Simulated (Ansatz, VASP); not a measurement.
Two plane-wave programs on Ti

```xyz
1
Lattice="-2.2050 1.6862 1.6862 1.6862 -2.2050 1.6862 1.6862 1.6862 -2.2050" Properties=species:S:1:pos:R:3 pbc="T T T"
Ti    0.0000    0.0000    0.0000
```

Alike in both runs: task single point; functional PBEsol; k mesh 22 × 22 × 22; occupations gaussian, width 0.15 eV; no spin polarisation.

|  | VASP | Ansatz |
| --- | --- | --- |
| version | VASP 6.6.1 | Ansatz 0.2.0 |
| potentials or method | VASP PAW PBE potentials, release 64 (Ti_sv), cutoff 520 eV | scalar-relativistic, plane waves, PAW |
| valence electrons in the cell | 12 | 12 |

|  | VASP | Ansatz | Ansatz less VASP |
| --- | --- | --- | --- |
| gap on the k mesh at the Fermi level (eV) | none | none | - |
| pressure (GPa) | 5.5 | 3.8 | -1.72 |
| traceless stress, the component that is largest in VASP (GPa) | 25.12 | 23.41 | -1.707 |

VASP's potentials were made for PBE, not for PBEsol. A gap of «none» marks a metal or a gap that the smearing closes.
